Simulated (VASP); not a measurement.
Crystal: Be3SeO2.

```
CELL_PARAMETERS angstrom
2.77985 0.00000 0.00000
0.00000 2.77985 0.00000
0.00000 0.00000 8.41639
ATOMIC_POSITIONS crystal
Be 0.00000 0.00000 0.83907
Be 0.00000 0.00000 0.16093
Be 0.00000 0.00000 0.50000
Se 0.50000 0.50000 0.00000
O 0.50000 0.50000 0.32482
O 0.50000 0.50000 0.67518
```

The cell was built from a structure type or drawn by symmetry, and may not be a known phase.

| Item | Value |
| --- | --- |
| Program | VASP 6.6.1 |
| Task | relaxation of cell and atoms |
| Functional | PBE |
| Potentials or basis | VASP PAW PBE potentials, release 64 (Be, Se, O) |
| Cutoff | 600 eV |
| k mesh | 6 × 6 × 2 |
| Occupations | gaussian, width 0.1 eV |
| Spin | no spin polarisation |

At the start: pressure -8.4 GPa; volume 10.84 Å³/atom.

Problem. Where does the relaxation end?

Solution. Over 15 steps the energy falls by 404.7 meV/atom and the volume is 9.39 Å³/atom (-13.4 %); space group P4/mmm (No. 123, to 0.1 Å) before and after.

The path:
| step | energy change (eV) | largest force (eV/Å) | pressure (GPa) | volume (Å³) |
| --- | --- | --- | --- | --- |
| 1 | 0.0000 | 2.6316 | -8.43 | 65.04 |
| 2 | -0.8564 | 2.0078 | -3.35 | 59.79 |
| 3 | -1.0590 | 1.3671 | 5.55 | 55.13 |
| 4 | -1.5121 | 0.9414 | 8.17 | 53.65 |
| 5 | -1.8835 | 0.5878 | 10.88 | 51.78 |
| 6 | -1.4161 | 2.0471 | 29.95 | 48.06 |
| 7 | -1.9586 | 0.5680 | 15.10 | 50.68 |
| 8 | -2.3429 | 0.2724 | 7.47 | 53.36 |
| 9 | -2.3979 | 0.2435 | 1.69 | 55.60 |
| 10 | -2.4032 | 0.2089 | 2.87 | 55.10 |
| 11 | -2.4032 | 0.2033 | 3.09 | 55.02 |
| 12 | -2.4230 | 0.1119 | 0.91 | 55.90 |
| 13 | -2.4261 | 0.1091 | -0.31 | 56.44 |
| 14 | -2.4273 | 0.0684 | -0.11 | 56.39 |
| 15 | -2.4280 | 0.0106 | 0.19 | 56.31 |

Final structure:
```
Be Se O
1.0
     2.59599    0.00000    0.00000
     0.00000    2.59599    0.00000
     0.00000    0.00000    8.35602
Be Se O
3 1 2
Direct
  0.00000 0.00000 0.76896
  0.00000 0.00000 0.23104
  0.00000 0.00000 0.50000
  0.50000 0.50000 0.00000
  0.50000 0.50000 0.34814
  0.50000 0.50000 0.65186
```

Caveat: the k points lie up to 0.40 Å⁻¹ apart in the final cell, too coarse for converged energies and pressures of a metal.
